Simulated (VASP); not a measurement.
# Cu in VASP: further runs, part 2 of 2

VASP 6.6.1. The steps go on from the part before.

### 3 Relaxation of cell and atoms, PBE

This run uses another cell than the first one, of 12.09 Å³/atom, 1.010 times its volume.

INCAR

```
SYSTEM = Cu
PREC     = Accurate       ! precision mode
ENCUT    = 600            ! plane-wave cutoff, eV
EDIFF    = 1E-7           ! SCF threshold, eV
ISMEAR   = 0              ! smearing method
SIGMA    = 0.1            ! smearing width, eV
LREAL    = .False.        ! projectors in reciprocal space
LASPH    = .True.         ! aspherical terms in the spheres
NELM     = 100            ! most SCF steps
ALGO     = Fast           ! electronic algorithm
ISIF     = 3              ! what is computed and relaxed
LWAVE    = .False.        ! write WAVECAR
LCHARG   = .False.        ! write CHGCAR
GGA      = PE             ! functional
IBRION   = 2              ! ionic algorithm
NSW      = 90             ! ionic steps
EDIFFG   = -0.04          ! ionic threshold
```

KPOINTS

```
Automatic mesh
0
Gamma
  6 6 6
  0 0 0
```

POSCAR

```
Cu
1.0
    1.5886123728      0.9171857811      2.7656299663
   -1.5886123728      0.9171857811      2.7656299663
    0.0000000000     -1.8343715621      2.7656299663
Cu
2
Direct
    0.2336400000      0.2336400000      0.2336400000
    0.7663600000      0.7663600000      0.7663600000
```

Potentials or basis: VASP PAW PBE potentials, release 64 (Cu).

On the command line:

```console
$ cat potpaw_PBE.64/Cu/POTCAR > POTCAR
$ mpirun -np 1 vasp_std > vasp.out
```

Run time: 5.2 min. Hardware: 1 thread of Intel Xeon 6975P-C, shared host; peak memory 0.17 GiB.

It converged, with:

| Quantity | Value |
| --- | --- |
| Free energy | -7.3750 eV |
| Relaxed volume | 11.97 Å³/atom |
| Relaxed cell | a = 4.353 Å, b = 4.353 Å, c = 4.353 Å, α = 34.76°, β = 34.76°, γ = 34.76° |
| Space group after relaxing (to 0.05 Å) | R-3m (No. 166) |
| Energy gained by relaxing | 748.6 meV/atom |
| Ionic steps | 19 |
| Pressure after relaxing | 0.3 GPa |
| Largest force after relaxing | 0.007 eV/Å |
| Band gap on the k mesh | zero (band 11 reaches 10.52 eV, above the bottom of band 12 at 5.26 eV) |

Forces on the atoms (eV/Å):
```
Cu   0.000  0.000  0.007
Cu   0.000  0.000 -0.007
```

Stress tensor (GPa, compression positive):
```
0.26 0.00 0.00
0.00 0.26 0.00
0.00 0.00 0.50
```

Step by step:
| step | energy change (eV) | largest force (eV/Å) | pressure (GPa) | volume (Å³) |
| --- | --- | --- | --- | --- |
| 1 | 0.0000 | 2.9973 | 28.07 | 24.18 |
| 2 | -0.4693 | 0.0732 | -10.25 | 32.37 |
| 3 | -0.5956 | 0.4955 | -3.20 | 29.11 |
| 4 | -0.5956 | 0.5255 | -2.73 | 29.01 |
| 5 | -0.6547 | 0.2269 | -1.26 | 28.31 |
| 6 | -0.6962 | 0.3390 | 1.59 | 27.34 |
| 7 | -0.7538 | 0.4293 | 0.70 | 27.34 |
| 8 | -0.9919 | 0.6977 | -2.78 | 27.09 |
| 9 | -1.3677 | 1.0747 | -4.77 | 25.55 |
| 10 | -1.3488 | 1.1015 | -1.66 | 24.53 |
| 11 | -1.3808 | 1.0927 | -4.32 | 25.30 |
| 12 | -1.4176 | 0.7697 | -3.70 | 24.73 |
| 13 | -1.4176 | 0.7705 | -3.72 | 24.73 |
| 14 | -1.4563 | 0.6399 | -1.81 | 24.28 |
| 15 | -1.4730 | 0.0300 | 7.34 | 22.95 |
| 16 | -1.4867 | 0.3314 | 3.16 | 23.52 |
| 17 | -1.4869 | 0.2964 | 3.37 | 23.46 |
| 18 | -1.4968 | 0.0505 | 0.80 | 23.84 |
| 19 | -1.4973 | 0.0075 | 0.34 | 23.93 |

Final structure:
```
CELL_PARAMETERS angstrom
1.30034 0.75075 4.08611
-1.30034 0.75075 4.08611
0.00000 -1.50151 4.08611
ATOMIC_POSITIONS crystal
Cu 0.24996 0.24996 0.24996
Cu 0.75004 0.75004 0.75004
```

Levels at points of the mesh, in eV from the Fermi level:
| k point | band 8 | band 9 | band 10 | band 11 | band 12 | band 13 | band 14 | band 15 |
| --- | --- | --- | --- | --- | --- | --- | --- | --- |
| (0.00, 0.00, 0.00) | -2.04 | -2.04 | -1.47 | -1.47 | -0.47 | 4.36 | 21.19 | 21.19 |
| (0.50, 0.00, 0.00) | -2.28 | -1.50 | -1.50 | 0.96 | 0.96 | 6.89 | 6.90 | 13.01 |
| (0.50, 0.50, 0.00) | -1.47 | -1.37 | -1.34 | -0.94 | 1.65 | 3.65 | 7.17 | 12.52 |
| (0.50, 0.50, 0.50) | -2.69 | -2.03 | -2.03 | -2.03 | -2.03 | 21.99 | 21.99 | 21.99 |

Caveat: the k points lie up to 0.47 Å⁻¹ apart in the final cell.

### 4 Single point, PBE

This run uses another cell than the first one: it holds 4 atoms, not 2.

INCAR

```
SYSTEM = Cu
  ALGO = Normal
  EDIFF = 1E-7
  ENCUT = 520
  GGA = PE
  ISIF = 2
  ISMEAR = 0
  LASPH = .TRUE.
  LCHARG = .TRUE.
  LELF = .TRUE.
  LREAL = .FALSE.
  LVHAR = .TRUE.
  LWAVE = .FALSE.
  NBANDS = 30
  NELM = 100
  PREC = Accurate
  SIGMA = 0.1
```

KPOINTS

```
k-points
0
G
  6 6 4
  0 0 0
```

POSCAR

```
Cu
1.0
    2.2479502449     -1.2882460858     -0.0483568119
    2.2479502449      1.2882460858     -0.0483568119
   -1.3807910994      0.0000000000      8.3240169679
Cu
4
Direct
    0.2076336574      0.2076336574      0.1245885849
    0.7923663426      0.7923663426      0.8754114151
    0.3766850759      0.3766850759      0.6254928491
    0.6233149241      0.6233149241      0.3745071509
```

Potentials or basis: VASP PAW PBE potentials, release 64 (Cu).

On the command line:

```console
$ cat potpaw_PBE.64/Cu/POTCAR > POTCAR
$ mpirun -np 1 vasp_std > vasp.out
```

OUTCAR:

```text
SYSTEM = Cu
   EDIFF = 1E-7
   ENCUT = 520
   GGA = PE
   ISIF = 2
   ISMEAR = 0
   LASPH = .TRUE.
   LREAL = .FALSE.
   NELM = 100
   PREC = Accurate

 ion  position               nearest neighbor table
   1  0.208  0.208  0.125-   2 2.54   4 2.55   2 2.55   2 2.55   4 2.56   4 2.56
   2  0.792  0.792  0.875-   1 2.54   3 2.55   1 2.55   1 2.55   3 2.56   3 2.56
   3  0.377  0.377  0.625-   2 2.55   2 2.56   2 2.56   4 2.56   4 2.56   4 2.57
   4  0.623  0.623  0.375-   1 2.55   1 2.56   1 2.56   3 2.56   3 2.56   3 2.57

[... 995 lines left out ...]
  --------------------------------------------------------------------------------------
  -------------------------------------------------------------------------------------
  Total        0.1709911      0.1326888      0.0965355      0.0000000      0.0000000     -0.0656972
  in kB        5.7028003      4.4253630      3.2195978      0.0000000      0.0000000     -2.1910962
  external PRESSURE =       4.4492537 kB  Pullay stress =       0.0000000 kB

 VOLUME and BASIS-vectors are now :
 -----------------------------------------------------------------------------
  energy-cutoff  :      520.00
  volume of cell :       48.04
      direct lattice vectors                 reciprocal lattice vectors
     2.247950245 -1.288246086 -0.048356812     0.223221381 -0.388124603  0.037028048
     2.247950245  1.288246086 -0.048356812     0.223221381  0.388124603  0.037028048
    -1.380791099  0.000000000  8.324016968     0.002593525  0.000000000  0.120564521

 POSITION                                       TOTAL-FORCE (eV/Angst)
 -----------------------------------------------------------------------------------
      0.76147      0.00000      1.01700         0.000518      0.000000     -0.004841
      2.35364      0.00000      7.21031        -0.000518      0.000000      0.004841
      0.82986      0.00000      5.17018        -0.000264      0.000000      0.012284
      2.28525      0.00000      3.05712         0.000264      0.000000     -0.012284
 -----------------------------------------------------------------------------------
    total drift:                                0.000000      0.000000     -0.000000

  FREE ENERGIE OF THE ION-ELECTRON SYSTEM (eV)
  ---------------------------------------------------
  free  energy   TOTEN  =       -14.7658469337 eV

  energy  without entropy=      -14.7586497645  energy(sigma->0) =      -14.76224835
```

Wall time 48 s (1 thread of Intel Xeon 6975P-C (Granite Rapids), shared host); peak memory 0.18 GiB.

Results:

| Quantity | Value |
| --- | --- |
| Free energy | -14.7658 eV |
| Pressure | 0.4 GPa |
| Largest force | 0.012 eV/Å |
| Band gap on the k mesh | zero (band 22 reaches 10.57 eV, above the bottom of band 23 at 5.64 eV) |

Forces on the atoms (eV/Å):
```
Cu   0.001  0.000 -0.005
Cu  -0.001  0.000  0.005
Cu   0.000  0.000  0.012
Cu   0.000  0.000 -0.012
```

Levels at points of the mesh, in eV from the Fermi level:
```tsv
k point	band 18	band 19	band 20	band 21	band 22	band 23	band 24	band 25	band 26	band 27
(0.00, 0.00, 0.00)	-1.96	-1.93	-1.93	-1.93	-1.58	-1.57	-0.70	4.01	12.86	12.87
(0.50, 0.00, 0.00)	-1.54	-1.47	-1.46	-0.29	0.24	1.39	1.43	4.05	5.52	7.35
(0.50, 0.50, 0.00)	-1.51	-1.48	-1.43	-0.29	0.75	0.75	1.47	4.66	5.55	6.06
(0.00, 0.00, 0.50)	-2.25	-2.12	-2.08	-1.71	-1.71	-1.65	-1.64	7.20	7.25	19.30
(0.50, 0.00, 0.50)	-1.51	-1.47	-1.43	-0.28	0.83	0.85	1.60	4.62	5.52	6.23
(0.50, 0.50, 0.50)	-1.55	-1.47	-1.47	-0.31	0.18	1.21	1.33	4.05	5.35	7.44
```

Caveat: the k points lie up to 0.47 Å⁻¹ apart.

### 5 Single point, PBE

This run uses another cell than the first one: it holds 4 atoms, not 2.

INCAR

```
SYSTEM = Cu
ALGO = Normal
EDIFF = 1E-6
ENCUT = 520
GGA = PE
ISIF = 2
ISMEAR = 0
LASPH = .True.
LCHARG = .False.
LREAL = .False.
LWAVE = .False.
NBANDS = 30
NELM = 100
PREC = Accurate
SIGMA = 0.1
```

KPOINTS

```
k-points
0
Gamma
  20 20 6
  0 0 0
```

POSCAR

```
Cu
1.0
    2.2219266385     -1.2831512193      0.0098640351
    2.2219266385      1.2831512193      0.0098640351
   -1.5047036614      0.0000000000      8.3840594724
Cu
4
Direct
    0.2083128444      0.2083128444      0.1246561791
    0.7916871556      0.7916871556      0.8753438209
    0.3749739018      0.3749739018      0.6254537751
    0.6250260982      0.6250260982      0.3745462249
```

On the command line:

```console
$ cat potpaw_PBE.64/Cu/POTCAR > POTCAR
$ mpirun -np 1 vasp_std > vasp.out
```

It took 8.9 min on 1 thread of Intel Xeon 6975P-C (Granite Rapids), shared host; peak memory 0.68 GiB.

It converged, with:

```yaml
Free_energy: -14.9019 eV
Pressure: 0.5 GPa
Largest_force: 0.005 eV/Å
Band_gap_on_the_k_mesh: zero (band 22 reaches 10.61 eV, above the bottom of band 23 at 5.69 eV)
```

Forces on the atoms (eV/Å):
```
Cu   0.000  0.000 -0.002
Cu   0.000  0.000  0.002
Cu   0.000  0.000 -0.005
Cu   0.000  0.000  0.005
```

Levels at points of the mesh, in eV from the Fermi level:
```tsv
k point	band 19	band 20	band 21	band 22	band 23	band 24	band 25	band 26
(0.00, 0.00, 0.00)	-2.00	-1.99	-1.99	-1.65	-1.65	-0.96	3.70	12.32
(0.50, 0.00, 0.00)	-1.52	-1.52	-0.33	0.19	1.27	1.40	4.08	5.44
(0.50, 0.50, 0.00)	-1.53	-1.49	-0.32	0.78	0.80	1.55	4.60	5.48
(0.00, 0.00, 0.50)	-2.16	-2.15	-1.78	-1.78	-1.72	-1.71	6.80	6.84
(0.50, 0.00, 0.50)	-1.53	-1.49	-0.32	0.77	0.79	1.54	4.63	5.51
(0.50, 0.50, 0.50)	-1.52	-1.52	-0.34	0.19	1.30	1.40	4.07	5.46
```

### 6 The runs side by side

```csv
task,cell,k mesh,cutoff (eV),gap on the mesh (eV),pressure (GPa),relaxed volume (Å³/atom),largest force (eV/Å)
relaxation of cell and atoms,"relaxed from a = 3.386 Å, angles 54.5°, 2 atoms",6 × 6 × 6,600,none,-0.1,12.02,0.02
relaxation of cell and atoms,"relaxed from a = 3.319 Å, angles 57.2°, 2 atoms",6 × 6 × 6,600,none,0.3,11.97,0.01
single point,"a = 2.591, b = 2.591, c = 8.438 Å, angles 99.2, 99.2, 59.6°, 4 atoms",6 × 6 × 4,520,none,0.4,-,0.01
single point,"a = 2.566, b = 2.566, c = 8.518 Å, angles 98.6, 98.6, 60.0°, 4 atoms",20 × 20 × 6,520,none,0.5,-,0.01
```

Alike in all rows: level PBE; potentials or basis VASP PAW PBE potentials, release 64 (Cu); no spin polarisation; smearing gaussian 0.1 eV.

Caveats: some runs use coarse meshes.

Total energies depend on the potentials used, so only differences within one code and one set of settings carry meaning.
